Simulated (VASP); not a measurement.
# DyW2 (F-43m) in VASP: notebook

Runs on DyW2. Level: PBE. Tasks: relaxation of cell and atoms, single point.

Everything below comes from runs of VASP 6.6.1. Logs are shortened: lines on timing, memory, paths and dates and some standing lists are left out, and cuts for length are marked.

### Step 1. The cell of the first run

Symmetry: F-43m, No. 216, cubic system. The conventional cell has a = 6.429 Å, b = 6.429 Å, c = 6.429 Å, α = 90.00°, β = 90.00°, γ = 90.00°. Dy (site symmetry -43m) has 10 W at 2.78 to 3.21 Å within 3.7 Å. Within 3.7 Å of W (site symmetry -43m) lie 4 W at 2.78 Å and 6 Dy at 3.21 Å. W (site symmetry -43m) has 4 Dy at 2.78 Å and 4 W at 2.78 Å within 3.7 Å.

The cell was generated, and may not be a known phase.

### Step 2. Relaxation of cell and atoms, PBE

File INCAR:

```
PREC = Accurate
ENCUT = 500
EDIFF = 1E-7
ISMEAR = 0
SIGMA = 0.1
LREAL = F
LASPH = T
NELM = 200
ALGO = Normal
ISIF = 3
LWAVE = F
LCHARG = F
GGA = PE
IBRION = 2
NSW = 90
EDIFFG = -0.04
GGA_COMPAT = F
NELMIN = 4
LMAXMIX = 6
```

File KPOINTS:

```
Automatic mesh
0
Gamma
  6 6 6
```

File POSCAR:

```
DyW2
1.0
    0.0000000000      3.2143730904      3.2143730904
    3.2143730904      0.0000000000      3.2143730904
    3.2143730904      3.2143730904      0.0000000000
Dy W
1 2
Direct
    0.5000000000      0.5000000000      0.5000000000
    0.0000000000      0.0000000000      0.0000000000
    0.7500000000      0.7500000000      0.7500000000
```

Potentials or basis: VASP PAW PBE potentials, release 64 (Dy_3, W_sv), 4f in core.

Launch:

```bash
> cat potpaw_PBE.64/Dy_3/POTCAR potpaw_PBE.64/W_sv/POTCAR > POTCAR
> mpirun -np 1 vasp_std > vasp.out
```

OUTCAR:

```text
PREC = Accurate
   ENCUT = 500
   EDIFF = 1E-7
   ISMEAR = 0
   LREAL = F
   LASPH = T
   NELM = 200
   ISIF = 3
   GGA = PE
   IBRION = 2
   NSW = 90
   EDIFFG = -0.04
   NELMIN = 4

 ion  position               nearest neighbor table
   1  0.500  0.500  0.500-   3 2.78   3 2.78   3 2.78   3 2.78   2 3.21   2 3.21   2 3.21   2 3.21
                             2 3.21   2 3.21
   2  0.000  0.000  0.000-   3 2.78   3 2.78   3 2.78   3 2.78   1 3.21   1 3.21   1 3.21   1 3.21
                             1 3.21   1 3.21
   3  0.750  0.750  0.750-   1 2.78   1 2.78   1 2.78   2 2.78   2 2.78   2 2.78   2 2.78   1 2.78

  LATTYP: Found a face centered cubic cell.
 ALAT       =     6.4287461808

  Lattice vectors:

 A1 = (   0.0000000000,   3.2143730904,   3.2143730904)
 A2 = (   3.2143730904,   0.0000000000,   3.2143730904)
 A3 = (   3.2143730904,   3.2143730904,   0.0000000000)

Analysis of symmetry for initial positions (statically):
=====================================================================
 Subroutine PRICEL returns:
 Original cell was already a primitive cell.

 Routine SETGRP: Setting up the symmetry group for a
 face centered cubic supercell.

 Subroutine GETGRP returns: Found 24 space group operations
 (whereof 24 operations were pure point group operations)
 out of a pool of 48 trial point group operations.

The static configuration has the point symmetry T_d .

Analysis of symmetry for dynamics (positions and initial velocities):
=====================================================================
 Subroutine PRICEL returns:
 Original cell was already a primitive cell.

 Routine SETGRP: Setting up the symmetry group for a
 face centered cubic supercell.

 Subroutine GETGRP returns: Found 24 space group operations
 (whereof 24 operations were pure point group operations)
 out of a pool of 48 trial point group operations.

The dynamic configuration has the point symmetry T_d .

 Subroutine INISYM returns: Found 24 space group operations
 (whereof 24 operations are pure point group operations),
 and found     1 'primitive' translations

----------------------------------------------------------------------------------------

                                     Primitive cell

  volume of cell :      66.4231

  direct lattice vectors                    reciprocal lattice vectors
     0.000000000  3.214373090  3.214373090    -0.155551327  0.155551327  0.155551327
     3.214373090  0.000000000  3.214373090     0.155551327 -0.155551327  0.155551327
     3.214373090  3.214373090  0.000000000     0.155551327  0.155551327 -0.155551327

  length of vectors
     4.545810019  4.545810019  4.545810019     0.269422802  0.269422802  0.269422802

  position of ions in fractional coordinates (direct lattice)
     0.500000000  0.500000000  0.500000000
     0.000000000  0.000000000  0.000000000
     0.750000000  0.750000000  0.750000000

  ion indices of the primitive-cell ions
   primitive index   ion index
                 1           1
                 2           2
                 3           3

----------------------------------------------------------------------------------------

 KPOINTS: Automatic mesh

Automatic generation of k-mesh.
 Grid dimensions read from file:
 generate k-points for:    6    6    6

 Generating k-lattice:

  Cartesian coordinates                     Fractional coordinates (reciprocal lattice)
    -0.025925221  0.025925221  0.025925221     0.166666667  0.000000000  0.000000000
     0.025925221 -0.025925221  0.025925221     0.000000000  0.166666667  0.000000000
     0.025925221  0.025925221 -0.025925221     0.000000000  0.000000000  0.166666667

  Length of vectors
     0.044903800  0.044903800  0.044903800

  Shift w.r.t. Gamma in fractional coordinates (k-lattice)
     0.000000000  0.000000000  0.000000000

 Subroutine IBZKPT returns following result:
 ===========================================

 Found     16 irreducible k-points:

 Following reciprocal coordinates:
            Coordinates               Weight
  0.000000  0.000000  0.000000      1.000000
  0.166667  0.000000  0.000000      8.000000
  0.333333  0.000000  0.000000      8.000000
  0.500000  0.000000  0.000000      4.000000
  0.166667  0.166667  0.000000      6.000000
  0.333333  0.166667  0.000000     24.000000
[... 8 lines left out ...]
 -0.333333  0.333333  0.166667     24.000000
 -0.333333  0.500000  0.166667     12.000000
   k-points           NKPTS =     16   k-points in BZ     NKDIM =     16   number of bands    NBANDS=     22
   number of dos      NEDOS =    301   number of ions     NIONS =      3
   total plane-waves  NPLWV =  46656
   dimension x,y,z NGX =    36 NGY =   36 NGZ =   36
   dimension x,y,z NGXF=    72 NGYF=   72 NGZF=   72
   ions per type =               1   2
   NGX,Y,Z   is equivalent  to a cutoff of  13.17, 13.17, 13.17 a.u.
   NGXF,Y,Z  is equivalent  to a cutoff of  26.33, 26.33, 26.33 a.u.
 SYSTEM =  unknown system
   PREC   = accura    normal or accurate (medium, high low for compatibility)
   ISTART =      0    job   : 0-new  1-cont  2-samecut
   ICHARG =      2    charge: 1-file 2-atom 10-const
   ISPIN  =      1    spin polarized calculation?
   LNONCOLLINEAR =      F non collinear calculations
   LSORBIT =      F    spin-orbit coupling
   LASPH  =      T    aspherical Exc in radial PAW
   ENCUT  =  500.0 eV  36.75 Ry    6.06 a.u.   8.29  8.29  8.29*2*pi/ulx,y,z
   NELM   =    200;   NELMIN=  4; NELMDL= -5     # of ELM steps
   EDIFF  = 0.1E-06   stopping-criterion for ELM
   LREAL  =      F    real-space projection
   EDIFFG = -.4E-01   stopping-criterion for IOM
   NSW    =     90    number of steps for IOM
   IBRION =      2    ionic relax: 0-MD 1-quasi-New 2-CG
   NFREE  =      1    steps in history (QN), initial steepest desc. (CG)
   ISIF   =      3    stress and relaxation
   ISYM   =      2    0-nonsym 1-usesym 2-fastsym
   POTIM  = 0.5000    time-step for ionic-motion
   TEBEG  =    0.0;   TEEND  =   0.0 temperature during run
   PSTRESS=    0.0 pullay stress
   NELECT =      37.0000    total number of electrons
   NUPDOWN=      -1.0000    fix difference up-down
   EMIN   =  10.00;   EMAX   =-10.00  energy-range for DOS
   EFERMI =   0.00;   METHOD = LEGACY
   ISMEAR =     0;   SIGMA  =   0.10  broadening in eV -4-tet -1-fermi 0-gaus
   EFERMI_NEDOS =   21; number of points for ismear=-14 and -15
   IALGO  =     38    algorithm
   IMIX   =      4    mixing-type and parameters
     AMIX     =   0.40;   BMIX     =  1.00
     AMIX_MAG =   1.60;   BMIX_MAG =  1.00
  volume/ion in A,a.u.               =      22.14       149.41
  Fermi-wavevector in a.u.,A,eV,Ry     =   1.347005  2.545470 24.686707  1.814422
  Thomas-Fermi vector in A             =   2.474791
   LORBIT       =      0    0 simple, 1 ext, 2 COOP (PROOUT), +10 PAW based schemes
   GGA     = PE    functional components
   LHFCALC =     F    Hartree Fock is set to
   AEXX    =    0.0000 exact exchange contribution
   IVDW    =     0    specifies the selected vdW correction
   LEPSILON=     F    determine dielectric tensor
   LRPA    =     F    only Hartree local field effects (RPA)
 conjugate gradient relaxation of ions
 non-spin polarized calculation
 Gauss-broadening in eV      SIGMA  =   0.10
  energy-cutoff  :      500.00
  volume of cell :       66.42
 maximum number of plane-waves:      1700
 NGX is ok and might be reduce to    36
   NGX = 17   NGY = 17   NGZ = 17

--------------------------------------- Ionic step        1  -------------------------------------------

 number of electron      36.9999998 magnetization

 Free energy of the ion-electron system (eV)
  ---------------------------------------------------
  ext. energy  EPLUGINS =         0.00000000
  ---------------------------------------------------
  free energy    TOTEN  =       -27.65290263 eV

  energy without entropy =      -27.64281656  energy(sigma->0) =      -27.64785959

------------------------ aborting loop because EDIFF is reached ----------------------------------------

  FORCE on cell =-STRESS in cart. coord.  units (eV):
  Direction    XX          YY          ZZ          XY          YZ          ZX
  --------------------------------------------------------------------------------------
  -------------------------------------------------------------------------------------
  Total       -0.1298544     -0.1298544     -0.1298544      0.0000000     -0.0000000      0.0000000
  in kB       -3.1321926     -3.1321926     -3.1321926      0.0000000     -0.0000000      0.0000000
  external PRESSURE =      -3.1321926 kB  Pullay stress =       0.0000000 kB

 VOLUME and BASIS-vectors are now :
 -----------------------------------------------------------------------------
  energy-cutoff  :      500.00
  volume of cell :       66.42
      direct lattice vectors                 reciprocal lattice vectors
     0.000000000  3.214373090  3.214373090    -0.155551327  0.155551327  0.155551327
     3.214373090  0.000000000  3.214373090     0.155551327 -0.155551327  0.155551327
     3.214373090  3.214373090  0.000000000     0.155551327  0.155551327 -0.155551327
[... 38 lines left out ...]
 POSITION                                       TOTAL-FORCE (eV/Angst)
 -----------------------------------------------------------------------------------
      3.20766      3.20766      3.20766        -0.000000     -0.000000     -0.000000
      0.00000      0.00000      0.00000         0.000000      0.000000      0.000000
      4.81149      4.81149      4.81149        -0.000000     -0.000000      0.000000
 -----------------------------------------------------------------------------------
    total drift:                                0.000000      0.000000      0.000000

  FREE ENERGIE OF THE ION-ELECTRON SYSTEM (eV)
  ---------------------------------------------------
  free  energy   TOTEN  =       -27.6526517850 eV

  energy  without entropy=      -27.6426882203  energy(sigma->0) =      -27.64767000

--------------------------------------- Ionic step        3  -------------------------------------------

 number of electron      36.9999998 magnetization

 Free energy of the ion-electron system (eV)
  ---------------------------------------------------
  ext. energy  EPLUGINS =         0.00000000
  ---------------------------------------------------
  free energy    TOTEN  =       -27.65306036 eV

  energy without entropy =      -27.64302208  energy(sigma->0) =      -27.64804122

 E-fermi :   6.0874     XC(G=0): -11.4606

 val. band max:        6.0733142578   @ k =   0.3333   0.0000   0.0000
 cond. band min:       6.2268739349   @ k =   0.5000   0.1667   0.0000
 fundamental gap:      0.1535596770
 Fermi energy:         6.0874197744

 k-point     1 :       0.0000    0.0000    0.0000
  band No.  band energies     occupation
      1     -67.5095      2.00000
      2     -67.0594      2.00000
      3     -31.7791      2.00000
      4     -31.7791      2.00000
      5     -31.7791      2.00000
      6     -31.2726      2.00000
[... 14 lines left out ...]
     21       9.3438      0.00000
     22       9.3438      0.00000
[... 395 lines left out ...]
 POSITION                                       TOTAL-FORCE (eV/Angst)
 -----------------------------------------------------------------------------------
      3.21179      3.21179      3.21179        -0.000000      0.000000     -0.000000
      0.00000      0.00000      0.00000         0.000000     -0.000000      0.000000
      4.81768      4.81768      4.81768        -0.000000      0.000000     -0.000000
 -----------------------------------------------------------------------------------
    total drift:                                0.000000      0.000000      0.000000

  FREE ENERGIE OF THE ION-ELECTRON SYSTEM (eV)
  ---------------------------------------------------
  free  energy   TOTEN  =       -27.6530603604 eV

  energy  without entropy=      -27.6430220817  energy(sigma->0) =      -27.64804122

 reached required accuracy - stopping structural energy minimisation
```

It took 43 s on 1 thread of Intel Xeon 6975P-C (Granite Rapids), shared host; peak memory 0.21 GiB.

What came out:

```yaml
Free_energy: -27.6531 eV
Relaxed_volume: 22.09 Å³/atom
Relaxed_cell: a = 4.542 Å, b = 4.542 Å, c = 4.542 Å, α = 60.00°, β = 60.00°, γ = 60.00°
Space_group_after_relaxing_to_0.1_Å: F-43m (No. 216)
Energy_gained_by_relaxing: 0.1 meV/atom
Ionic_steps: 3
Pressure_after_relaxing: 0.0 GPa
Band_gap_on_the_k_mesh: zero (an odd number of electrons rules out a gap without spin polarisation)
```

Step by step:
```csv
step,energy change (eV),largest force (eV/Å),pressure (GPa),volume (Å³)
1,0.0000,0.0000,-0.31,66.42
2,0.0003,0.0000,0.52,66.01
3,-0.0002,0.0000,0.00,66.26
```

Final structure:
```xyz
3
Lattice="0.0000 3.2118 3.2118 3.2118 0.0000 3.2118 3.2118 3.2118 0.0000" Properties=species:S:1:pos:R:3 pbc="T T T"
Dy    3.2118    3.2118    3.2118
W     0.0000    0.0000    0.0000
W     4.8177    4.8177    4.8177
```

Caveat: spin-orbit coupling is left out, which moves the levels of the heavy elements; the 4f electrons are frozen in the core, so they carry no moment and show no levels. Spin polarisation is off, so any magnetic state and its effect on volume and gap are missing.

### Step 3. Single point, PBE

This run uses another cell than the first one, of 22.01 Å³/atom.

File INCAR:

```
SYSTEM = DyW2
PREC = Accurate ; ENCUT = 500
EDIFF = 1E-6 ; ISMEAR = 0
SIGMA = 0.1 ; LREAL = .FALSE.
LASPH = .TRUE. ; NELM = 200
ALGO = Normal ; ISIF = 2
LWAVE = .FALSE. ; LCHARG = .TRUE.
GGA = PE ; LELF = .TRUE.
LVHAR = .TRUE. ; NBANDS = 26
GGA_COMPAT = .FALSE. ; LMAXMIX = 6
```

File KPOINTS:

```
Automatic mesh
0
G
  12 12 12
  0 0 0
```

File POSCAR:

```
DyW2
1.0
    0.0000000000      3.2078191263      3.2078191263
    3.2078191263      0.0000000000      3.2078191263
    3.2078191263      3.2078191263      0.0000000000
Dy W
1 2
Direct
    0.5000000000      0.5000000000      0.5000000000
    0.0000000000      0.0000000000      0.0000000000
    0.2500000000      0.2500000000      0.2500000000
```

Potentials or basis: VASP PAW PBE potentials, release 64 (Dy_3, W_sv), 4f in core.

Launch:

```bash
> cat potpaw_PBE.64/Dy_3/POTCAR potpaw_PBE.64/W_sv/POTCAR > POTCAR
> mpirun -np 1 vasp_std > vasp.out
```

It took 71 s on 1 thread of Intel Xeon 6975P-C (Granite Rapids), shared host; peak memory 0.27 GiB.

Results (log left out):

```yaml
Free_energy: -27.6395 eV
Pressure: 0.5 GPa
Band_gap_on_the_k_mesh: zero (an odd number of electrons rules out a gap without spin polarisation)
```

Levels at points of the mesh, in eV from the Fermi level:
| k point | band 17 | band 18 | band 19 | band 20 | band 21 | band 22 |
| --- | --- | --- | --- | --- | --- | --- |
| (0.00, 0.00, 0.00) | -1.46 | -0.40 | -0.40 | -0.40 | 3.28 | 3.28 |
| (0.50, 0.00, 0.00) | -1.57 | -1.57 | 0.18 | 0.18 | 1.45 | 1.45 |
| (0.50, 0.50, 0.00) | -1.51 | -0.98 | 0.24 | 1.65 | 1.65 | 3.02 |

Caveat: spin-orbit coupling is left out, which moves the levels of the heavy elements; the 4f electrons are frozen in the core, so they carry no moment and show no levels.

The gap in the log of VASP goes by the Fermi energy; the results here count the filled bands.